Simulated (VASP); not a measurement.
Wanted: the native input for a VASP 6.6.1 run.

- Task: single point
- Functional: PBEsol
- Potentials or basis: VASP PAW PBE potentials, release 64 (Ni)
- Cutoff: 520 eV
- k mesh: 14 × 14 × 14
- Occupations: gaussian, width 0.01 eV
- Spin: collinear spin, ferromagnetic start
- Starting moments: [2.0] μB
- Dipole correction: no
- Further INCAR settings: ALGO = Normal; EDIFF = 1e-07; NBANDS = 15

The structure of Ni lies in POSCAR:

```
Ni
1.0
   -1.3837200000      1.3837200000      1.3837200000
    1.3837200000     -1.3837200000      1.3837200000
    1.3837200000      1.3837200000     -1.3837200000
Ni
1
Direct
    0.0000000000      0.0000000000      0.0000000000
```

This isn't the form of Ni at room conditions, which is fcc.

The input as run:

INCAR

```
ALGO = Normal ; EDIFF = 1E-7
ENCUT = 520 ; GGA = PS
ISIF = 2 ; ISMEAR = 0
ISPIN = 2 ; LASPH = True
LCHARG = True ; LELF = True
LMAXMIX = 4 ; LORBIT = 11
LREAL = False ; LVHAR = True
LWAVE = False ; MAGMOM = 2
NBANDS = 15 ; NELM = 150
PREC = Accurate ; SIGMA = 0.01
```

KPOINTS

```
k-points
0
Gamma
  14 14 14
```

Potentials or basis: VASP PAW PBE potentials, release 64 (Ni).

Command:

```bash
$ cat potpaw_PBE.64/Ni/POTCAR > POTCAR
$ mpirun -np 1 vasp_std > vasp.out
```

Results of the run:

The pressure is -2.9 GPa and the net moment is 0.53 μB per cell. The site moments are Ni +0.53 μB. The valence electrons inside the program's atomic spheres are Ni 9.37.

Caveat: the PAW data sets were made with another functional, which shifts forces and pressure a little.

It took 39 s on 1 thread of Intel Xeon 8259CL, on a shared host, peak memory 0.14 GiB.
